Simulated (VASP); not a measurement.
Write the native input for VASP 6.6.1 that does the following.

```yaml
Task: single point
Functional: PBE
Potentials_or_basis: VASP PAW PBE potentials, release 64 (Mn_pv, O)
Cutoff: 520 eV
k_mesh: 4 × 4 × 8
Occupations: gaussian, width 0.1 eV
Spin: collinear spin, ferromagnetic start
Starting_moments: "[2.91, 2.91, 0.0, 0.0, 0.0, 0.0] μB"
Hubbard_terms: Mn d U = 3.9 eV
Dipole_correction: no
Further_INCAR_settings: ALGO = Normal; EDIFF = 1e-06; NBANDS = 38
```

The structure of MnO2 lies in POSCAR:

```
MnO2
1.0
    4.4575269700      0.0000000000      0.0000000000
    0.0000000000      4.4575269700      0.0000000000
    0.0000000000      0.0000000000      2.9428855750
Mn O
2 4
Direct
    0.0000000000      0.0000000000      0.0000000000
    0.5000000000      0.5000000000      0.5000000000
    0.3060876777      0.3060876777      0.0000000000
    0.1939123223      0.8060876777      0.5000000000
    0.6939123223      0.6939123223      0.0000000000
    0.8060876777      0.1939123223      0.5000000000
```

One way to write it, as run:

INCAR

```
SYSTEM = MnO2
PREC     = Accurate       ! precision mode
ENCUT    = 520            ! plane-wave cutoff, eV
EDIFF    = 1E-6           ! SCF threshold, eV
ISMEAR   = 0              ! smearing method
SIGMA    = 0.1            ! smearing width, eV
LREAL    = .False.        ! projectors in reciprocal space
LASPH    = .True.         ! aspherical terms in the spheres
NELM     = 150            ! most SCF steps
ALGO     = Normal         ! electronic algorithm
ISIF     = 2              ! what is computed and relaxed
LWAVE    = .False.        ! write WAVECAR
LCHARG   = .True.         ! write CHGCAR
ISPIN    = 2              ! spin polarisation
MAGMOM   = 2.91 2.91 0 0 0 0 ! initial moments
LORBIT   = 11             ! projections on sites
LMAXMIX  = 4              ! l up to which the mixer works
LDAU     = .True.         ! DFT+U
LDAUTYPE = 2            
LDAUL    = 2 -1           ! shell
LDAUU    = 3.9 0          ! U, eV
LDAUJ    = 0 0          
LDAUPRINT= 1            
GGA      = PE             ! functional
LELF     = .True.         ! ELF
LVHAR    = .True.       
NBANDS   = 38             ! bands
```

KPOINTS

```
Automatic mesh
0
Gamma
  4 4 8
  0 0 0
```

Potentials or basis: VASP PAW PBE potentials, release 64 (Mn_pv, O).

The run is started by

```bash
$ cat potpaw_PBE.64/Mn_pv/POTCAR potpaw_PBE.64/O/POTCAR > POTCAR
$ mpirun -np 1 vasp_std > vasp.out
```

It gave:

```yaml
Pressure: 0.7 GPa
Largest_force: 0.026 eV/Å
Net_moment: 6.08 μB per cell
Site_moments: Mn +3.13; O -0.07 μB
Valence_electrons_inside_the_program's_atomic_spheres: Mn 11.55; O 5.02
```

Caveat: only a ferromagnetic start was run, and an antiferromagnetic order may lie lower in energy.

It took 5.2 min on 1 thread of Intel Xeon 8259CL, with other jobs on the host, peak memory 0.22 GiB.
